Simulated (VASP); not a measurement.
# Cu: single point with PBE

Crystal: Cu.

```
Cu
1.0
     0.00000    1.81336    1.81336
     1.81336    0.00000    1.81336
     1.81336    1.81336    0.00000
Cu
1
Direct
  0.00000 0.00000 0.00000
```

* Program: VASP 6.6.1
* Task: single point
* Functional: PBE
* Potentials or basis: VASP PAW PBE potentials, release 64 (Cu)
* Cutoff: 600 eV
* k mesh: 10 × 10 × 10
* Occupations: gaussian, width 0.1 eV
* Spin: no spin polarisation

```json
{"Pressure": "1.2 GPa"}
```

Levels at points of the mesh, in eV from the Fermi level:
| k point | band 3 | band 4 | band 5 | band 6 | band 7 | band 8 | band 9 | band 10 |
| --- | --- | --- | --- | --- | --- | --- | --- | --- |
| (0.00, 0.00, 0.00) | -2.89 | -2.89 | -2.08 | -2.08 | 22.63 | 25.19 | 25.19 | 25.19 |
| (0.50, 0.00, 0.00) | -2.92 | -1.52 | -1.52 | -0.86 | 3.82 | 21.12 | 22.03 | 22.03 |
| (0.50, 0.50, 0.00) | -1.54 | -1.38 | -1.38 | 1.61 | 7.15 | 13.12 | 13.12 | 17.58 |

It took 3.3 s on 1 thread of Intel(R) Xeon(R) 6975P-C (Granite Rapids), with other jobs on the host, peak memory 0.13 GiB.
